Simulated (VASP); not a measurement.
## Al3Ni2: single point with PBEsol

Al3Ni2:

```xyz
5
Lattice="4.2033 0.0000 0.0000 -2.1016 3.6402 0.0000 0.0000 0.0000 4.9810" Properties=species:S:1:pos:R:3 pbc="T T T"
Al    0.0000    0.0000    0.0000
Al    0.0000    2.4268    3.2266
Al    2.1016    1.2134    1.7544
Ni    0.0000    2.4268    0.7251
Ni    2.1016    1.2134    4.2559
```

This cell differs from its parent crystal: strain +0.050 along x and y, +0.025 along z.

```
Program                : VASP 6.6.1
Task                   : single point
Functional             : PBEsol
Potentials or basis    : VASP PAW PBE potentials, release 64 (Al, Ni)
Cutoff                 : 520 eV
k mesh                 : 12 × 12 × 10
Occupations            : gaussian, width 0.15 eV
Spin                   : no spin polarisation
Dipole correction      : no
Further INCAR settings : ALGO = Fast; EDIFF = 1e-06; NBANDS = 22
```

```
Pressure               : -13.5 GPa
Largest force          : 0.127 eV/Å
Band gap on the k mesh : zero (an odd number of electrons rules out a gap without spin polarisation)
```

Forces on the atoms (eV/Å):
```
Al   0.000  0.000  0.000
Al   0.000  0.000  0.115
Al   0.000  0.000 -0.115
Ni   0.000  0.000 -0.127
Ni   0.000  0.000  0.127
```

Stress tensor (GPa, compression positive):
```
-14.56   0.00   0.00
  0.00 -14.56   0.00
  0.00   0.00 -11.53
```

Levels at points of the mesh, in eV from the Fermi level:
```
           k point  band 13  band 14  band 15  band 16  band 17  band 18
(0.00, 0.00, 0.00)    -1.12     1.08     1.08     2.77     2.77     3.54
(0.50, 0.00, 0.00)    -1.33    -1.30    -1.07     1.22     1.62     2.05
(0.00, 0.00, 0.50)     2.44     2.44     2.70     2.70     3.12     3.78
(0.50, 0.00, 0.50)    -1.46    -0.93    -0.28     1.38     1.80     2.60
```

Wall time 3.7 min on 1 thread of Intel(R) Xeon(R) Platinum 8259CL CPU @ 2.50GHz (Skylake/Cascade Lake), on a shared host, peak memory 0.36 GiB.

Caveat: the cell differs from its parent crystal (strain +0.050 along x and y, +0.025 along z); the cell stands under tension; the PAW data sets were made with another functional, which shifts forces and pressure a little. Spin polarisation is off, so any magnetic state and its effect on volume and gap are missing.
